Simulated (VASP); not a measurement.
# V (Fd-3m) in VASP: further runs

The runs below take V through single point, relaxation of cell and atoms, with LDA.

All numbers are computed with VASP 6.6.1; they aren't measurements. Logs are shortened: lines on timing, memory, paths and dates and some standing lists are left out, and cuts for length are marked.

### 1 The cell of the first run

Symmetry: Fd-3m, No. 227, cubic system. Conventional cell: a = 4.220 Å, b = 4.220 Å, c = 4.220 Å, α = 90.00°, β = 90.00°, γ = 90.00°. Within 2.4 Å of V (site symmetry -43m) lie 4 V at 1.83 Å.

### 2 Single point, LDA

Contents of INCAR:

```
PREC = Accurate ; ENCUT = 520
EDIFF = 1E-6 ; ISMEAR = -1
SIGMA = 0.1 ; LREAL = F
LASPH = T ; NELM = 60
ALGO = Normal ; ISIF = 2
LWAVE = F ; LCHARG = F
GGA = CA ; NBANDS = 20
```

Contents of KPOINTS:

```
Automatic mesh
0
Gamma
  15 15 15
```

Contents of POSCAR:

```
V
1.0
    0.0000000000      2.1100934545      2.1100934545
    2.1100934545      0.0000000000      2.1100934545
    2.1100934545      2.1100934545      0.0000000000
V
2
Direct
   -0.1250000000     -0.1250000000     -0.1250000000
    0.1250000000      0.1250000000      0.1250000000
```

Potentials or basis: VASP PAW LDA potentials, release 64 (V_sv).

On the command line:

```sh
> cat potpaw_LDA.64/V_sv/POTCAR > POTCAR
> mpirun -np 1 vasp_std > vasp.out
```

OUTCAR:

```text
PREC = Accurate
   ENCUT = 520
   EDIFF = 1E-6
   ISMEAR = -1
   LREAL = F
   LASPH = T
   NELM = 60
   ISIF = 2
   GGA = CA

 ion  position               nearest neighbor table
   1  0.875  0.875  0.875-   2 1.83   2 1.83   2 1.83   2 1.83
   2  0.125  0.125  0.125-   1 1.83   1 1.83   1 1.83   1 1.83

  LATTYP: Found a face centered cubic cell.
 ALAT       =     4.2201869090

  Lattice vectors:

 A1 = (   0.0000000000,   2.1100934545,   2.1100934545)
 A2 = (   2.1100934545,   0.0000000000,   2.1100934545)
 A3 = (   2.1100934545,   2.1100934545,   0.0000000000)

Analysis of symmetry for initial positions (statically):
=====================================================================
 Subroutine PRICEL returns:
 Original cell was already a primitive cell.

 Routine SETGRP: Setting up the symmetry group for a
 face centered cubic supercell.

 Subroutine GETGRP returns: Found 48 space group operations
 (whereof 12 operations were pure point group operations)
 out of a pool of 48 trial point group operations.

The static configuration has the point symmetry D_3d.
 The point group associated with its full space group is O_h .

Analysis of symmetry for dynamics (positions and initial velocities):
=====================================================================
 Subroutine PRICEL returns:
 Original cell was already a primitive cell.

 Routine SETGRP: Setting up the symmetry group for a
 face centered cubic supercell.

 Subroutine GETGRP returns: Found 48 space group operations
 (whereof 12 operations were pure point group operations)
 out of a pool of 48 trial point group operations.

The dynamic configuration has the point symmetry D_3d.
 The point group associated with its full space group is O_h .

 Subroutine INISYM returns: Found 48 space group operations
 (whereof 12 operations are pure point group operations),
 and found     1 'primitive' translations

----------------------------------------------------------------------------------------

                                     Primitive cell

  volume of cell :      18.7904

  direct lattice vectors                    reciprocal lattice vectors
     0.000000000  2.110093454  2.110093454    -0.236956330  0.236956330  0.236956330
     2.110093454  0.000000000  2.110093454     0.236956330 -0.236956330  0.236956330
     2.110093454  2.110093454  0.000000000     0.236956330  0.236956330 -0.236956330

  length of vectors
     2.984122781  2.984122781  2.984122781     0.410420402  0.410420402  0.410420402

  position of ions in fractional coordinates (direct lattice)
     0.875000000  0.875000000  0.875000000
     0.125000000  0.125000000  0.125000000

  ion indices of the primitive-cell ions
   primitive index   ion index
                 1           1
                 2           2

----------------------------------------------------------------------------------------

 KPOINTS: Automatic mesh

Automatic generation of k-mesh.
 Grid dimensions read from file:
 generate k-points for:   15   15   15

 Generating k-lattice:

  Cartesian coordinates                     Fractional coordinates (reciprocal lattice)
    -0.015797089  0.015797089  0.015797089     0.066666667  0.000000000  0.000000000
     0.015797089 -0.015797089  0.015797089     0.000000000  0.066666667  0.000000000
     0.015797089  0.015797089 -0.015797089     0.000000000  0.000000000  0.066666667

  Length of vectors
     0.027361360  0.027361360  0.027361360

  Shift w.r.t. Gamma in fractional coordinates (k-lattice)
     0.000000000  0.000000000  0.000000000

 Subroutine IBZKPT returns following result:
 ===========================================

 Found    120 irreducible k-points:

 Following reciprocal coordinates:
            Coordinates               Weight
  0.000000  0.000000  0.000000      1.000000
  0.066667  0.000000  0.000000      8.000000
  0.133333  0.000000  0.000000      8.000000
  0.200000  0.000000  0.000000      8.000000
  0.266667  0.000000  0.000000      8.000000
  0.333333  0.000000  0.000000      8.000000
[... 16 lines left out ...]
  0.133333  0.133333  0.000000      6.000000
  0.200000  0.133333  0.000000     24.000000
 [... further k-points ...]
   k-points           NKPTS =    120   k-points in BZ     NKDIM =    120   number of bands    NBANDS=     20
   number of dos      NEDOS =    301   number of ions     NIONS =      2
   total plane-waves  NPLWV =  13824
   dimension x,y,z NGX =    24 NGY =   24 NGZ =   24
   dimension x,y,z NGXF=    48 NGYF=   48 NGZF=   48
   ions per type =               2
   NGX,Y,Z   is equivalent  to a cutoff of  13.37, 13.37, 13.37 a.u.
   NGXF,Y,Z  is equivalent  to a cutoff of  26.74, 26.74, 26.74 a.u.
 SYSTEM =  unknown system
   PREC   = accura    normal or accurate (medium, high low for compatibility)
   ISTART =      0    job   : 0-new  1-cont  2-samecut
   ICHARG =      2    charge: 1-file 2-atom 10-const
   ISPIN  =      1    spin polarized calculation?
   LNONCOLLINEAR =      F non collinear calculations
   LSORBIT =      F    spin-orbit coupling
   LASPH  =      T    aspherical Exc in radial PAW
   ENCUT  =  520.0 eV  38.22 Ry    6.18 a.u.   5.55  5.55  5.55*2*pi/ulx,y,z
   NELM   =     60;   NELMIN=  2; NELMDL= -5     # of ELM steps
   EDIFF  = 0.1E-05   stopping-criterion for ELM
   LREAL  =      F    real-space projection
   EDIFFG = 0.1E-04   stopping-criterion for IOM
   NSW    =      0    number of steps for IOM
   IBRION =     -1    ionic relax: 0-MD 1-quasi-New 2-CG
   NFREE  =      0    steps in history (QN), initial steepest desc. (CG)
   ISIF   =      2    stress and relaxation
   ISYM   =      2    0-nonsym 1-usesym 2-fastsym
   POTIM  = 0.5000    time-step for ionic-motion
   TEBEG  =    0.0;   TEEND  =   0.0 temperature during run
   PSTRESS=    0.0 pullay stress
   NELECT =      26.0000    total number of electrons
   NUPDOWN=      -1.0000    fix difference up-down
   EMIN   =  10.00;   EMAX   =-10.00  energy-range for DOS
   EFERMI =   0.00;   METHOD = LEGACY
   ISMEAR =    -1;   SIGMA  =   0.10  broadening in eV -4-tet -1-fermi 0-gaus
   EFERMI_NEDOS =   21; number of points for ismear=-14 and -15
   IALGO  =     38    algorithm
   IMIX   =      4    mixing-type and parameters
     AMIX     =   0.40;   BMIX     =  1.00
     AMIX_MAG =   1.60;   BMIX_MAG =  1.00
  volume/ion in A,a.u.               =       9.40        63.40
  Fermi-wavevector in a.u.,A,eV,Ry     =   1.824264  3.447358 45.279341  3.327938
  Thomas-Fermi vector in A             =   2.880035
   LORBIT       =      0    0 simple, 1 ext, 2 COOP (PROOUT), +10 PAW based schemes
   GGA     = CA    functional components
   LHFCALC =     F    Hartree Fock is set to
   AEXX    =    0.0000 exact exchange contribution
   IVDW    =     0    specifies the selected vdW correction
   LEPSILON=     F    determine dielectric tensor
   LRPA    =     F    only Hartree local field effects (RPA)
 non-spin polarized calculation
  energy-cutoff  :      520.00
  volume of cell :       18.79
 maximum number of plane-waves:       531
   NGX = 11   NGY = 11   NGZ = 11

 number of electron      25.9999990 magnetization

 Free energy of the ion-electron system (eV)
  ---------------------------------------------------
  ext. energy  EPLUGINS =         0.00000000
  ---------------------------------------------------
  free energy    TOTEN  =       -10.35028361 eV

  energy without entropy =      -10.28340045  energy(sigma->0) =      -10.31684203

 E-fermi :  15.4116     XC(G=0): -14.8813

 val. band max:       15.3930746347   @ k =   0.4667   0.2000   0.0000
 cond. band min:      15.4288648584   @ k =  -0.2667   0.2000   0.0667
 fundamental gap:      0.0357902237
 Fermi energy:        15.4116066212

 k-point     1 :       0.0000    0.0000    0.0000
  band No.  band energies     occupation
      1     -49.9863      2.00000
      2     -45.3670      2.00000
      3     -24.1302      2.00000
      4     -24.1302      2.00000
      5     -24.1302      2.00000
      6     -20.4915      2.00000
[... 12 lines left out ...]
     19      22.3922      0.00000
     20      31.7298      0.00000

 k-point     2 :       0.0667    0.0000    0.0000
  band No.  band energies     occupation
      1     -49.9534      2.00000
      2     -45.4122      2.00000
      3     -24.1596      2.00000
      4     -24.1596      2.00000
      5     -24.1362      2.00000
      6     -20.4707      2.00000
[... 12 lines left out ...]
     19      22.3854      0.00000
     20      30.7572      0.00000

 k-point     3 :       0.1333    0.0000    0.0000
  band No.  band energies     occupation
      1     -49.8567      2.00000
      2     -45.5431      2.00000
      3     -24.2397      2.00000
      4     -24.2397      2.00000
      5     -24.1559      2.00000
      6     -20.4077      2.00000
[... 12 lines left out ...]
     19      22.3591      0.00000
     20      29.7623      0.00000

 k-point     4 :       0.2000    0.0000    0.0000
  band No.  band energies     occupation
      1     -49.7034      2.00000
      2     -45.7466      2.00000
      3     -24.3509      2.00000
      4     -24.3509      2.00000
      5     -24.1918      2.00000
      6     -20.3050      2.00000
[... 12 lines left out ...]
     19      22.2978      0.00000
     20      29.0454      0.00000

 k-point     5 :       0.2667    0.0000    0.0000
  band No.  band energies     occupation
      1     -49.5066      2.00000
      2     -46.0003      2.00000
      3     -24.4700      2.00000
      4     -24.4700      2.00000
      5     -24.2418      2.00000
      6     -20.1735      2.00000
[... 12 lines left out ...]
     19      22.1824      0.00000
     20      28.2752      0.00000
[... 353 lines left out ...]
      6     -20.4400      2.00000
[... 12 lines left out ...]
     19      22.5879      0.00000
     20      29.4242      0.00000

 k-point    22 :      -0.0667    0.0667    0.0000
  band No.  band energies     occupation
      1     -49.8990      2.00000
      2     -45.4861      2.00000
      3     -24.2661      2.00000
      4     -24.1792      2.00000
      5     -24.1103      2.00000
      6     -20.4744      2.00000
[... 12 lines left out ...]
     19      22.5103      0.00000
     20      30.1011      0.00000

 k-point    23 :       0.1333    0.1333    0.0000
  band No.  band energies     occupation
      1     -49.8115      2.00000
      2     -45.6037      2.00000
      3     -24.3781      2.00000
      4     -24.3781      2.00000
      5     -23.9234      2.00000
      6     -20.6551      2.00000
[... 12 lines left out ...]
     19      22.7225      0.00000
     20      29.4759      0.00000

 k-point    24 :       0.2000    0.1333    0.0000
  band No.  band energies     occupation
      1     -49.6953      2.00000
      2     -45.7570      2.00000
      3     -24.5011      2.00000
      4     -24.4953      2.00000
      5     -23.8399      2.00000
      6     -20.7031      2.00000
[... 12 lines left out ...]
     19      22.7735      0.00000
     20      29.0533      0.00000

 [... further k-points ...]

------------------------ aborting loop because EDIFF is reached ----------------------------------------

  FORCE on cell =-STRESS in cart. coord.  units (eV):
  Direction    XX          YY          ZZ          XY          YZ          ZX
  --------------------------------------------------------------------------------------
  -------------------------------------------------------------------------------------
  Total       21.9618523     21.9618523     21.9618523      0.0000000      0.0000000     -0.0000000
  in kB     1872.5976887   1872.5976887   1872.5976887      0.0000000      0.0000000     -0.0000000
  external PRESSURE =    1872.5976887 kB  Pullay stress =       0.0000000 kB

 VOLUME and BASIS-vectors are now :
 -----------------------------------------------------------------------------
  energy-cutoff  :      520.00
  volume of cell :       18.79
      direct lattice vectors                 reciprocal lattice vectors
     0.000000000  2.110093454  2.110093454    -0.236956330  0.236956330  0.236956330
     2.110093454  0.000000000  2.110093454     0.236956330 -0.236956330  0.236956330
     2.110093454  2.110093454  0.000000000     0.236956330  0.236956330 -0.236956330

 POSITION                                       TOTAL-FORCE (eV/Angst)
 -----------------------------------------------------------------------------------
      3.69266      3.69266      3.69266         0.000000      0.000000      0.000000
      0.52752      0.52752      0.52752        -0.000000     -0.000000     -0.000000
 -----------------------------------------------------------------------------------
    total drift:                                0.000000      0.000000      0.000000

  FREE ENERGIE OF THE ION-ELECTRON SYSTEM (eV)
  ---------------------------------------------------
  free  energy   TOTEN  =       -10.3502836071 eV

  energy  without entropy=      -10.2834004541  energy(sigma->0) =      -10.31684203
```

It took 17 s on 1 thread of Intel Xeon Platinum 8375C at 2.90GHz (Ice Lake), shared host; peak memory 0.15 GiB.

Results:

| Property | Result |
| --- | --- |
| Free energy | -10.3503 eV |
| Pressure | 187.3 GPa |
| Band gap on the k mesh | zero (band 13 reaches 16.11 eV, above the bottom of band 14 at 13.55 eV) |

### 3 Single point, LDA

This run uses another cell than the first one, of 9.45 Å³/atom, 1.005 times its volume.

Contents of INCAR:

```
ALGO = Normal ; EDIFF = 1E-6
ENCUT = 520 ; GGA = CA
ISIF = 2 ; ISMEAR = -1
LASPH = T ; LCHARG = F
LREAL = F ; LWAVE = F
NBANDS = 20 ; NELM = 60
PREC = Accurate ; SIGMA = 0.1
```

Contents of KPOINTS:

```
k-points
0
Gamma
  15 15 15
```

Contents of POSCAR:

```
V
1.0
    0.0000000000      2.1138167188      2.1138167188
    2.1138167188      0.0000000000      2.1138167188
    2.1138167188      2.1138167188      0.0000000000
V
2
Direct
   -0.1250000000     -0.1250000000     -0.1250000000
    0.1250000000      0.1250000000      0.1250000000
```

Potentials or basis: VASP PAW LDA potentials, release 64 (V_sv).

On the command line:

```sh
> cat potpaw_LDA.64/V_sv/POTCAR > POTCAR
> mpirun -np 1 vasp_std > vasp.out
```

Run time: 17 s. Hardware: 1 thread of Intel Xeon Platinum 8375C at 2.90GHz (Ice Lake), shared host; peak memory 0.15 GiB.

Results (log left out):

| Property | Result |
| --- | --- |
| Free energy | -10.4656 eV |
| Pressure | 183.0 GPa |
| Band gap on the k mesh | zero (band 13 reaches 16.02 eV, above the bottom of band 14 at 13.46 eV) |

Levels at points of the mesh, in eV from the Fermi level:
```csv
k point,band 9,band 10,band 11,band 12,band 13,band 14,band 15,band 16,band 17,band 18
"(0.00, 0.00, 0.00)",-7.24,-4.23,-4.23,-1.50,-1.50,-1.50,2.71,2.71,2.71,6.95
```

[end of part 1 of 2]
